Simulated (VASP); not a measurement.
The system is ZnH2.

```
CELL_PARAMETERS angstrom
0.00000 2.55748 2.55748
2.55748 0.00000 2.55748
2.55748 2.55748 0.00000
ATOMIC_POSITIONS crystal
Zn 0.25000 0.25000 0.25000
H 0.00000 0.00000 0.00000
H 0.75000 0.75000 0.75000
```

| Property | Result |
| --- | --- |
| Program | VASP 6.6.1 |
| Task | relaxation of cell and atoms |
| Functional | PBE |
| Potentials or basis | VASP PAW PBE potentials, release 64 (Zn, H) |
| Cutoff | 600 eV |
| k mesh | 6 × 6 × 6 |
| Occupations | gaussian, width 0.1 eV |
| Spin | no spin polarisation |

At the start: pressure -11.5 GPa; volume 11.15 Å³/atom.

Problem. How do energy, volume and symmetry change on relaxing?

Solution. Over 5 steps the energy falls by 147.3 meV/atom and the volume is 8.05 Å³/atom (-27.9 %); space group F-43m (No. 216, to 0.05 Å).

The path:
```csv
step,energy change (eV),largest force (eV/Å),pressure (GPa),volume (Å³)
1,0.0000,0.0000,-11.53,33.46
2,-0.2475,0.0000,-9.41,29.72
3,-0.4281,0.0000,-3.26,25.42
4,-0.4407,0.0000,1.09,23.74
5,-0.4419,0.0000,-0.08,24.14
```

Final structure:
```
CELL_PARAMETERS angstrom
0.00000 2.29378 2.29378
2.29378 0.00000 2.29378
2.29378 2.29378 0.00000
ATOMIC_POSITIONS crystal
Zn 0.25000 0.25000 0.25000
H 0.00000 0.00000 0.00000
H 0.75000 0.75000 0.75000
```

Caveat: the volume moved by over 15 % at a fixed basis, so the end points are rough.
